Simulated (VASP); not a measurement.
# CoSi3Ir (Pm-3m) in VASP: further runs

Runs on CoSi3Ir. Level: PBE. Tasks: single point, relaxation of cell and atoms.

Program: VASP 6.6.1. These are calculated values, not measurements. Logs are shortened: lines on timing, memory, paths and dates and some standing lists are left out, and cuts for length are marked.

## (1) The cell of the first run

Symmetry: Pm-3m, No. 221, cubic system. Conventional cell: a = 4.423 Å, b = 4.423 Å, c = 4.423 Å, α = 90.00°, β = 90.00°, γ = 90.00°. Within 4.1 Å of Co (site symmetry m-3m) lie 12 Si at 3.13 Å and 8 Ir at 3.83 Å. Si (site symmetry 4/mmm) has 2 Ir at 2.21 Å within 2.9 Å. Ir (site symmetry m-3m) has 6 Si at 2.21 Å within 2.9 Å.

## (2) Single point, PBE, collinear spin, ferromagnetic start

Input file INCAR:

```
SYSTEM = CoSi3Ir
ALGO = Normal
EDIFF = 1E-7
ENCUT = 520
GGA = PE
ISIF = 2
ISMEAR = 0
ISPIN = 2
LASPH = .TRUE.
LCHARG = .FALSE.
LMAXMIX = 4
LORBIT = 11
LREAL = .FALSE.
LWAVE = .FALSE.
MAGMOM = 3 0 0 0 0
NBANDS = 27
NELM = 150
PREC = Accurate
SIGMA = 0.1
```

Input file KPOINTS:

```
k-points
0
G
  4 4 4
  0 0 0
```

Input file POSCAR:

```
CoSi3Ir
1.0
    4.4233185000      0.0000000000      0.0000000000
    0.0000000000      4.4233185000      0.0000000000
    0.0000000000      0.0000000000      4.4233185000
Co Si Ir
1 3 1
Direct
    0.5000000000      0.5000000000      0.5000000000
    0.5000000000      0.0000000000      0.0000000000
    0.0000000000      0.5000000000      0.0000000000
    0.0000000000      0.0000000000      0.5000000000
    0.0000000000      0.0000000000      0.0000000000
```

Potentials or basis: VASP PAW PBE potentials, release 64 (Co, Si, Ir).

On the command line:

```
cat potpaw_PBE.64/Co/POTCAR potpaw_PBE.64/Si/POTCAR potpaw_PBE.64/Ir/POTCAR > POTCAR
mpirun -np 1 vasp_std > vasp.out
```

OUTCAR:

```text
SYSTEM = CoSi3Ir
   EDIFF = 1E-7
   ENCUT = 520
   GGA = PE
   ISIF = 2
   ISMEAR = 0
   ISPIN = 2
   LASPH = .TRUE.
   LORBIT = 11
   LREAL = .FALSE.
   NELM = 150
   PREC = Accurate

 ion  position               nearest neighbor table
   1  0.500  0.500  0.500-   2 3.13   3 3.13   4 3.13   2 3.13   3 3.13   2 3.13   4 3.13   2 3.13
                             3 3.13   4 3.13   3 3.13   4 3.13
   2  0.500  0.000  0.000-   5 2.21   5 2.21   4 3.13   1 3.13   1 3.13   4 3.13   1 3.13   3 3.13
                             1 3.13   3 3.13   4 3.13   3 3.13   4 3.13   3 3.13
   3  0.000  0.500  0.000-   5 2.21   5 2.21   4 3.13   1 3.13   1 3.13   4 3.13   2 3.13   4 3.13
                             2 3.13   4 3.13   1 3.13   2 3.13   1 3.13   2 3.13
   4  0.000  0.000  0.500-   5 2.21   5 2.21   3 3.13   1 3.13   2 3.13   3 3.13   2 3.13   1 3.13
                             3 3.13   3 3.13   1 3.13   2 3.13   2 3.13   1 3.13
   5  0.000  0.000  0.000-   2 2.21   3 2.21   4 2.21   4 2.21   3 2.21   2 2.21

  LATTYP: Found a simple cubic cell.
 ALAT       =     4.4233185000

  Lattice vectors:

 A1 = (   4.4233185000,   0.0000000000,   0.0000000000)
 A2 = (   0.0000000000,   4.4233185000,   0.0000000000)
 A3 = (   0.0000000000,   0.0000000000,   4.4233185000)

Analysis of symmetry for initial positions (statically):
=====================================================================
 Subroutine PRICEL returns:
 Original cell was already a primitive cell.

 Routine SETGRP: Setting up the symmetry group for a
 simple cubic supercell.

 Subroutine GETGRP returns: Found 48 space group operations
 (whereof 48 operations were pure point group operations)
 out of a pool of 48 trial point group operations.

The static configuration has the point symmetry O_h .

Analysis of symmetry for dynamics (positions and initial velocities):
=====================================================================
 Subroutine PRICEL returns:
 Original cell was already a primitive cell.

 Routine SETGRP: Setting up the symmetry group for a
 simple cubic supercell.

 Subroutine GETGRP returns: Found 48 space group operations
 (whereof 48 operations were pure point group operations)
 out of a pool of 48 trial point group operations.

The dynamic configuration has the point symmetry O_h .

Analysis of structural, dynamic, and magnetic symmetry:
=====================================================================
 Subroutine PRICEL returns:
 Original cell was already a primitive cell.

 Routine SETGRP: Setting up the symmetry group for a
 simple cubic supercell.

 Subroutine GETGRP returns: Found 48 space group operations
 (whereof 48 operations were pure point group operations)
 out of a pool of 48 trial point group operations.

The overall configuration has the point symmetry O_h .

 Subroutine INISYM returns: Found 48 space group operations
 (whereof 48 operations are pure point group operations),
 and found     1 'primitive' translations

----------------------------------------------------------------------------------------

                                     Primitive cell

  volume of cell :      86.5455

  direct lattice vectors                    reciprocal lattice vectors
     4.423318500  0.000000000  0.000000000     0.226074609  0.000000000  0.000000000
     0.000000000  4.423318500  0.000000000     0.000000000  0.226074609  0.000000000
     0.000000000  0.000000000  4.423318500     0.000000000  0.000000000  0.226074609

  length of vectors
     4.423318500  4.423318500  4.423318500     0.226074609  0.226074609  0.226074609

  position of ions in fractional coordinates (direct lattice)
     0.500000000  0.500000000  0.500000000
     0.500000000  0.000000000  0.000000000
     0.000000000  0.500000000  0.000000000
     0.000000000  0.000000000  0.500000000
     0.000000000  0.000000000  0.000000000

  ion indices of the primitive-cell ions
   primitive index   ion index
                 1           1
                 2           2
                 3           3
[... 43 lines left out ...]
   LEPSILON=     F    determine dielectric tensor
   LRPA    =     F    only Hartree local field effects (RPA)
 spin polarized calculation
 Gauss-broadening in eV      SIGMA  =   0.10
  energy-cutoff  :      520.00
  volume of cell :       86.55
 maximum number of plane-waves:      2360
 NGX is ok and might be reduce to    36
   NGX = 17   NGY = 17   NGZ = 17

 number of electron      30.0000001 magnetization       0.9148400

 Free energy of the ion-electron system (eV)
  ---------------------------------------------------
  ext. energy  EPLUGINS =         0.00000000
  ---------------------------------------------------
  free energy    TOTEN  =       -27.11546886 eV

  energy without entropy =      -27.07603449  energy(sigma->0) =      -27.09575167

 E-fermi :   7.6320     XC(G=0): -10.7753

 val. band max:        7.6269229887   @ k =   0.5000   0.5000   0.5000
 cond. band min:       7.6852982630   @ k =   0.5000   0.0000   0.0000
 fundamental gap:      0.0583752743
 Fermi energy:         7.6319693084

 spin component 1

 k-point     1 :       0.0000    0.0000    0.0000
  band No.  band energies     occupation
      1      -4.7947      1.00000
      2      -1.3549      1.00000
      3      -1.3549      1.00000
      4       2.8316      1.00000
      5       2.8316      1.00000
      6       2.8316      1.00000
[... 289 lines left out ...]
     26      15.9104      0.00000
     27      15.9104      0.00000
 Fermi energy:         7.6319693084

 spin component 2

 k-point     1 :       0.0000    0.0000    0.0000
  band No.  band energies     occupation
      1      -4.8630      1.00000
      2      -1.4060      1.00000
      3      -1.4060      1.00000
      4       2.7945      1.00000
      5       2.7945      1.00000
      6       2.7945      1.00000
[... 289 lines left out ...]
     26      15.7760      0.00000
     27      15.7760      0.00000

------------------------ aborting loop because EDIFF is reached ----------------------------------------

  FORCE on cell =-STRESS in cart. coord.  units (eV):
  Direction    XX          YY          ZZ          XY          YZ          ZX
  --------------------------------------------------------------------------------------
  -------------------------------------------------------------------------------------
  Total        8.4381161      8.4381161      8.4381161      0.0000000      0.0000000     -0.0000000
  in kB      156.2109392    156.2109392    156.2109392      0.0000000      0.0000000     -0.0000000
  external PRESSURE =     156.2109392 kB  Pullay stress =       0.0000000 kB

 VOLUME and BASIS-vectors are now :
 -----------------------------------------------------------------------------
  energy-cutoff  :      520.00
  volume of cell :       86.55
      direct lattice vectors                 reciprocal lattice vectors
     4.423318500  0.000000000  0.000000000     0.226074609  0.000000000  0.000000000
     0.000000000  4.423318500  0.000000000     0.000000000  0.226074609  0.000000000
     0.000000000  0.000000000  4.423318500     0.000000000  0.000000000  0.226074609

 POSITION                                       TOTAL-FORCE (eV/Angst)
 -----------------------------------------------------------------------------------
      2.21166      2.21166      2.21166         0.000000      0.000000      0.000000
      2.21166      0.00000      0.00000         0.000000      0.000000      0.000000
      0.00000      2.21166      0.00000         0.000000      0.000000      0.000000
      0.00000      0.00000      2.21166         0.000000      0.000000      0.000000
      0.00000      0.00000      0.00000         0.000000      0.000000      0.000000
 -----------------------------------------------------------------------------------
    total drift:                                0.000000      0.000000      0.000000

  FREE ENERGIE OF THE ION-ELECTRON SYSTEM (eV)
  ---------------------------------------------------
  free  energy   TOTEN  =       -27.1154688560 eV

  energy  without entropy=      -27.0760344888  energy(sigma->0) =      -27.09575167

 total charge

# of ion       s       p       d       tot
------------------------------------------
    1        0.420   0.109   7.287   7.816
    2        0.837   0.765   0.000   1.602
    3        0.837   0.765   0.000   1.602
    4        0.837   0.765   0.000   1.602
    5        0.862   1.109   7.654   9.624
--------------------------------------------------
tot          3.792   3.512  14.941  22.245

 magnetization (x)

# of ion       s       p       d       tot
------------------------------------------
    1        0.021   0.002   1.241   1.264
    2       -0.001  -0.026   0.000  -0.027
    3       -0.001  -0.026   0.000  -0.027
    4       -0.001  -0.026   0.000  -0.027
    5       -0.002   0.019  -0.068  -0.052
--------------------------------------------------
tot          0.015  -0.056   1.173   1.132
```

It took 40 s on 1 thread of Intel Xeon 6975P-C (Granite Rapids), shared host; peak memory 0.26 GiB.

Results:

| Quantity | Value |
| --- | --- |
| Free energy | -27.1155 eV |
| Pressure | 15.6 GPa |
| Net moment | 0.91 μB per cell |
| Site moments | Co +1.26; Si -0.03; Ir -0.05 μB |
| Valence electrons inside the program's atomic spheres | Co 7.82; Si 1.60; Ir 9.62 |

Levels at points of the mesh, in eV from the Fermi level:
Spin up:
| k point | band 13 | band 14 | band 15 | band 16 | band 17 | band 18 |
| --- | --- | --- | --- | --- | --- | --- |
| (0.00, 0.00, 0.00) | -1.28 | -1.28 | -1.10 | 0.67 | 0.67 | 1.33 |
| (0.50, 0.00, 0.00) | -0.95 | -0.78 | -0.78 | 0.64 | 0.68 | 0.70 |
| (0.50, 0.50, 0.00) | -1.31 | -1.27 | -1.06 | -0.35 | -0.35 | 2.00 |
| (0.50, 0.50, 0.50) | -1.02 | -1.02 | -1.02 | -0.43 | -0.43 | -0.43 |
Spin down:
| k point | band 12 | band 13 | band 14 | band 15 | band 16 | band 17 | band 18 | band 19 |
| --- | --- | --- | --- | --- | --- | --- | --- | --- |
| (0.00, 0.00, 0.00) | -1.03 | -0.22 | -0.22 | -0.22 | 1.11 | 1.11 | 1.17 | 1.17 |
| (0.50, 0.00, 0.00) | -0.29 | 0.05 | 0.14 | 0.14 | 0.54 | 0.55 | 1.38 | 1.51 |
| (0.50, 0.50, 0.00) | -0.48 | -0.41 | -0.41 | -0.30 | -0.10 | -0.07 | 2.04 | 2.92 |
| (0.50, 0.50, 0.50) | -0.53 | -0.53 | -0.01 | -0.01 | 0.08 | 0.08 | 0.08 | 4.70 |

Caveat: spin-orbit coupling is left out, which moves the levels of the heavy elements.

## (3) Single point, PBE, collinear spin, ferromagnetic start

This run uses another cell than the first one, of 19.67 Å³/atom, 1.137 times its volume.

Input file INCAR:

```
PREC = Accurate
ENCUT = 520
EDIFF = 1E-7
ISMEAR = 0
SIGMA = 0.1
LREAL = F
LASPH = T
NELM = 150
ALGO = Normal
ISIF = 2
LWAVE = F
LCHARG = T
ISPIN = 2
MAGMOM = 3 0 0 0 0
LORBIT = 11
LMAXMIX = 4
GGA = PE
LELF = T
LVHAR = T
NBANDS = 27
```

Input file KPOINTS:

```
regular mesh
0
Gamma
  4 4 4
```

POSCAR, as its differences from that of step 2:

```diff
@@ -2,5 +2,5 @@
 1.0
-    4.4233185000      0.0000000000      0.0000000000
-    0.0000000000      4.4233185000      0.0000000000
-    0.0000000000      0.0000000000      4.4233185000
+    4.6161892193      0.0000000000      0.0000000000
+    0.0000000000      4.6161892193      0.0000000000
+    0.0000000000      0.0000000000      4.6161892193
 Co Si Ir
```

Potentials or basis: VASP PAW PBE potentials, release 64 (Co, Si, Ir).

On the command line:

```
cat potpaw_PBE.64/Co/POTCAR potpaw_PBE.64/Si/POTCAR potpaw_PBE.64/Ir/POTCAR > POTCAR
mpirun -np 1 vasp_std > vasp.out
```

Run time: 36 s. Hardware: 1 thread of Intel Xeon 6975P-C (Granite Rapids), shared host; peak memory 0.26 GiB.

The run converged. Its results:

* Free energy: -27.7336 eV
* Pressure: 0.5 GPa
* Net moment: 1.21 μB per cell
* Site moments: Co +1.79; Si -0.05; Ir -0.14 μB
* Valence electrons inside the program's atomic spheres: Co 7.71; Si 1.55; Ir 9.10

Levels at points of the mesh, in eV from the Fermi level:
Spin up:
| k point | band 11 | band 12 | band 13 | band 14 | band 15 | band 16 | band 17 | band 18 | band 19 | band 20 |
| --- | --- | --- | --- | --- | --- | --- | --- | --- | --- | --- |
| (0.00, 0.00, 0.00) | -2.44 | -1.46 | -1.46 | -1.46 | -1.12 | 0.19 | 0.19 | 1.34 | 1.34 | 1.34 |
| (0.50, 0.00, 0.00) | -2.23 | -1.51 | -1.35 | -1.03 | -1.03 | 0.33 | 0.38 | 0.67 | 1.47 | 1.47 |
| (0.50, 0.50, 0.00) | -1.58 | -1.48 | -1.48 | -1.45 | -1.24 | -0.30 | -0.30 | 1.47 | 2.48 | 2.48 |
| (0.50, 0.50, 0.50) | -2.19 | -1.29 | -1.29 | -1.29 | -1.26 | -0.31 | -0.31 | -0.31 | 4.32 | 4.32 |
Spin down:
```csv
k point,band 11,band 12,band 13,band 14,band 15,band 16,band 17,band 18,band 19,band 20
"(0.00, 0.00, 0.00)",-0.85,-0.85,-0.43,-0.43,-0.43,1.07,1.07,1.10,1.10,1.10
"(0.50, 0.00, 0.00)",-1.36,-0.48,-0.14,-0.14,0.13,0.54,0.56,1.33,1.33,1.61
"(0.50, 0.50, 0.00)",-0.57,-0.57,-0.50,-0.49,-0.49,0.40,0.48,1.41,2.43,2.43
"(0.50, 0.50, 0.50)",-0.46,-0.46,-0.46,-0.23,-0.22,-0.22,0.56,0.56,4.08,4.08
```

Caveat: spin-orbit coupling is left out, which moves the levels of the heavy elements.

## (4) Relaxation of cell and atoms, PBE, collinear spin, ferromagnetic start

Input file INCAR:

```
PREC = Accurate ; ENCUT = 600
EDIFF = 1E-6 ; ISMEAR = 0
SIGMA = 0.1 ; LREAL = F
LASPH = T ; NELM = 150
ALGO = Normal ; ISIF = 3
LWAVE = F ; LCHARG = F
ISPIN = 2 ; MAGMOM = 3 0 0 0 0
LORBIT = 11 ; LMAXMIX = 4
GGA = PE ; IBRION = 2
NSW = 90 ; EDIFFG = -0.04
```

Input file KPOINTS:

```
Automatic mesh
0
Gamma
  4 4 4
```

POSCAR, as its differences from that of step 3:

```diff
@@ -2,5 +2,5 @@
 1.0
-    4.6161892193      0.0000000000      0.0000000000
-    0.0000000000      4.6161892193      0.0000000000
-    0.0000000000      0.0000000000      4.6161892193
+    4.4233185000      0.0000000000      0.0000000000
+    0.0000000000      4.4233185000      0.0000000000
+    0.0000000000      0.0000000000      4.4233185000
 Co Si Ir
```

On the command line:

```
cat potpaw_PBE.64/Co/POTCAR potpaw_PBE.64/Si/POTCAR potpaw_PBE.64/Ir/POTCAR > POTCAR
mpirun -np 1 vasp_std > vasp.out
```

It took 12 min on 1 thread of AMD EPYC 7R13, shared host; peak memory 0.24 GiB.

The run converged. Its results:

* Free energy: -27.4514 eV
* Relaxed volume: 19.30 Å³/atom
* Relaxed cell: a = 4.587 Å, b = 4.587 Å, c = 4.587 Å, α = 90.00°, β = 90.00°, γ = 90.00°
* Space group after relaxing (to 0.05 Å): Pm-3m (No. 221)
* Energy gained by relaxing: 67.2 meV/atom
* Ionic steps: 4
* Pressure after relaxing: -0.2 GPa
* Band gap on the k mesh: zero (filled and empty bands overlap)
* Net moment: 0.00 μB per cell
* Valence electrons inside the program's atomic spheres: Co 7.78; Si 1.55; Ir 9.16

Step by step:
```
step  energy change (eV)  largest force (eV/Å)  pressure (GPa)  volume (Å³)
   1              0.0000                0.0000           15.68        86.55
   2              0.1424                0.0000          -10.07       109.55
   3             -0.3353                0.0000            0.66        95.79
   4             -0.3360                0.0000           -0.23        96.50
```

Final structure:
```
Co Si Ir
1.0
     4.58683    0.00000    0.00000
     0.00000    4.58683    0.00000
     0.00000    0.00000    4.58683
Co Si Ir
1 3 1
Direct
  0.50000 0.50000 0.50000
  0.50000 0.00000 0.00000
  0.00000 0.50000 0.00000
  0.00000 0.00000 0.50000
  0.00000 0.00000 0.00000
```

Levels at points of the mesh, in eV from the Fermi level:
Spin up:
```
           k point  band 13  band 14  band 15  band 16  band 17  band 18
(0.00, 0.00, 0.00)    -0.24    -0.24    -0.24     0.76     0.76     1.36
(0.50, 0.00, 0.00)    -0.11     0.03     0.03     0.36     0.77     1.22
(0.50, 0.50, 0.00)    -0.31    -0.23    -0.23    -0.20    -0.17     1.66
(0.50, 0.50, 0.50)    -0.27    -0.15    -0.15    -0.03    -0.03    -0.03
```
Spin down:
```
           k point  band 11  band 12  band 13  band 14  band 15  band 16  band 17  band 18  band 19  band 20
(0.00, 0.00, 0.00)    -0.99    -0.77    -0.24    -0.24    -0.24     0.76     0.76     1.36     1.36     1.36
(0.50, 0.00, 0.00)    -1.17    -0.29    -0.11     0.03     0.03     0.36     0.77     1.22     1.58     1.58
(0.50, 0.50, 0.00)    -0.38    -0.38    -0.31    -0.23    -0.23    -0.20    -0.17     1.66     2.70     2.70
(0.50, 0.50, 0.50)    -0.27    -0.27    -0.27    -0.15    -0.15    -0.03    -0.03    -0.03     4.41     4.41
```

Caveat: the starting moments collapsed, and a magnetic state may lie lower; spin-orbit coupling is left out, which moves the levels of the heavy elements.

## (5) Single point, PBE, collinear spin, ferromagnetic start

This run uses another cell than the first one, of 19.70 Å³/atom, 1.138 times its volume.

Input file INCAR:

```
SYSTEM = CoSi3Ir
ALGO = Normal
EDIFF = 1E-7
ENCUT = 520
GGA = PE
ISIF = 2
ISMEAR = 0
ISPIN = 2
LASPH = .True.
LCHARG = .True.
LELF = .True.
LMAXMIX = 4
LORBIT = 11
LREAL = .False.
LVHAR = .True.
LWAVE = .False.
MAGMOM = 2.04 0 0 0 0
NBANDS = 27
NELM = 150
PREC = Accurate
SIGMA = 0.1
```

Input file KPOINTS:

```
k-points
0
Gamma
  8 8 8
  0 0 0
```

POSCAR, as its differences from that of step 4:

```diff
@@ -2,5 +2,5 @@
 1.0
-    4.4233185000      0.0000000000      0.0000000000
-    0.0000000000      4.4233185000      0.0000000000
-    0.0000000000      0.0000000000      4.4233185000
+    4.6184279050      0.0000000000      0.0000000000
+    0.0000000000      4.6184279050      0.0000000000
+    0.0000000000      0.0000000000      4.6184279050
 Co Si Ir
```

On the command line:

```
cat potpaw_PBE.64/Co/POTCAR potpaw_PBE.64/Si/POTCAR potpaw_PBE.64/Ir/POTCAR > POTCAR
mpirun -np 1 vasp_std > vasp.out
```

Run time: 12 min. Hardware: 1 thread of AMD EPYC 7R13, shared host; peak memory 0.31 GiB.

The run converged. Its results:

```yaml
Free_energy: -27.7685 eV
Pressure: 0.2 GPa
Net_moment: 1.32 μB per cell
Site_moments: Co +1.79; Si -0.04; Ir -0.09 μB
Valence_electrons_inside_the_program's_atomic_spheres: Co 7.70; Si 1.55; Ir 9.09
```

Levels at points of the mesh, in eV from the Fermi level:
Spin up:
```
           k point  band 12  band 13  band 14  band 15  band 16  band 17  band 18  band 19
(0.00, 0.00, 0.00)    -1.49    -1.49    -1.49    -1.13     0.16     0.16     1.33     1.33
(0.50, 0.00, 0.00)    -1.54    -1.36    -1.06    -1.06     0.29     0.37     0.65     1.45
(0.50, 0.50, 0.00)    -1.52    -1.52    -1.49    -1.26    -0.31    -0.31     1.43     2.45
(0.50, 0.50, 0.50)    -1.32    -1.32    -1.32    -1.26    -0.34    -0.34    -0.34     4.30
```
Spin down:
```
           k point  band 10  band 11  band 12  band 13  band 14  band 15  band 16  band 17  band 18  band 19
(0.00, 0.00, 0.00)    -0.96    -0.86    -0.86    -0.43    -0.43    -0.43     1.03     1.03     1.12     1.12
(0.50, 0.00, 0.00)    -1.37    -1.36    -0.48    -0.15    -0.15     0.13     0.50     0.54     1.33     1.33
(0.50, 0.50, 0.00)    -1.33    -0.57    -0.57    -0.50    -0.47    -0.47     0.35     0.43     1.40     2.44
(0.50, 0.50, 0.50)    -0.99    -0.45    -0.45    -0.45    -0.23    -0.23    -0.23     0.50     0.50     4.09
```

Caveat: spin-orbit coupling is left out, which moves the levels of the heavy elements.

## (6) Summary

```csv
cell,k mesh,gap on the mesh (eV),pressure (GPa),moment (μB)
"a = 4.423 Å, 5 atoms",4 × 4 × 4,none,15.6,0.91
"a = 4.616 Å, 5 atoms",4 × 4 × 4,none,0.5,1.21
"a = 4.618 Å, 5 atoms",8 × 8 × 8,none,0.2,1.32
```

Alike in all rows: task single point; level PBE; potentials or basis VASP PAW PBE potentials, release 64 (Co, Si, Ir); spin collinear, ferromagnetic start; cutoff (eV) 520; smearing gaussian 0.1 eV.

Caveats: spin-orbit coupling is left out, which moves the levels of the heavy elements.

Total energies depend on the potentials used, so only differences within one code and one set of settings carry meaning.
